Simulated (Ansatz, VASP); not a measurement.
# V in VASP and in Ansatz

Contents of INCAR:

```
SYSTEM = V
PREC     = Accurate       ! precision mode
ENCUT    = 600            ! plane-wave cutoff, eV
EDIFF    = 1E-6           ! SCF threshold, eV
ISMEAR   = -1             ! smearing method
SIGMA    = 0.05           ! smearing width, eV
LREAL    = .False.        ! projectors in reciprocal space
LASPH    = .True.         ! aspherical terms in the spheres
NELM     = 150            ! most SCF steps
ALGO     = Normal         ! electronic algorithm
ISIF     = 3              ! what is computed and relaxed
LWAVE    = .False.        ! write WAVECAR
LCHARG   = .False.        ! write CHGCAR
ISPIN    = 2              ! spin polarisation
MAGMOM   = 2              ! initial moments
LORBIT   = 11             ! projections on sites
LMAXMIX  = 4              ! l up to which the mixer works
GGA      = B5             ! functional
ALDAX    = 1.0          
AGGAX    = 1.0          
AGGAC    = 1.0          
ALDAC    = 0.0          
IVDW     = 13             ! dispersion correction
VDW_S6   = 1.0          
VDW_S8   = 2.34076671   
VDW_A1   = 0.44488865   
VDW_A2   = 4.0933009    
IBRION   = 2              ! ionic algorithm
NSW      = 80             ! ionic steps
EDIFFG   = -0.005         ! ionic threshold
```

File KPOINTS:

```
regular mesh
0
Gamma
  12 12 12
  0 0 0
```

The input POSCAR:

```
V
1.0
   -1.5143500000      1.5143500000      1.5143500000
    1.5143500000     -1.5143500000      1.5143500000
    1.5143500000      1.5143500000     -1.5143500000
V
1
Direct
    0.0000000000      0.0000000000      0.0000000000
```

input.yaml

```yaml
crystal:
  lattice:
    - [-1.51435, 1.51435, 1.51435]
    - [1.51435, -1.51435, 1.51435]
    - [1.51435, 1.51435, -1.51435]
  atoms:
    - { symbol: V, position: [0.0, 0.0, 0.0], spin: 2.0 }
kpoints:
  mp_grid: { grid: [12, 12, 12] }
scf:
  occupations: { method: fermi_dirac, width: 0.05 }
hamiltonian:
  xc: blyp
  dispersion: d4
  pseudopotentials: { kind: all_electron, lapw: { basis_error: 0.001 } }
magnetization:
  spin_polarized: true
output:
  forces: true
  stress: true
relax:
  f_tol: 0.005
  max_steps: 60
  cell: {}
```

Alike in both runs: task relaxation of cell and atoms; functional BLYP; dispersion D4; k mesh 12 × 12 × 12; occupations fermi-dirac, width 0.05 eV; collinear spin.

```csv
,VASP,Ansatz
version,VASP 6.6.1,Ansatz 0.2.0
potentials or method,"VASP PAW PBE potentials, release 64 (V_sv), cutoff 600 eV","all-electron LAPW, scalar-relativistic"
```

|  | VASP | Ansatz | Ansatz less VASP |
| --- | --- | --- | --- |
| net moment per atom (μB) | 0.00 | 0.00 | 0.000 |
| relaxed volume (Å³/atom) | 13.27 | 13.25 | -0.019 |
| relaxed length of the cell vector where the two differ most in proportion (Å) | 2.583 | 2.582 | -0.0013 |

VASP's potentials were made for PBE, not for BLYP. Ansatz ran all-electron here, and VASP with PAW potentials.
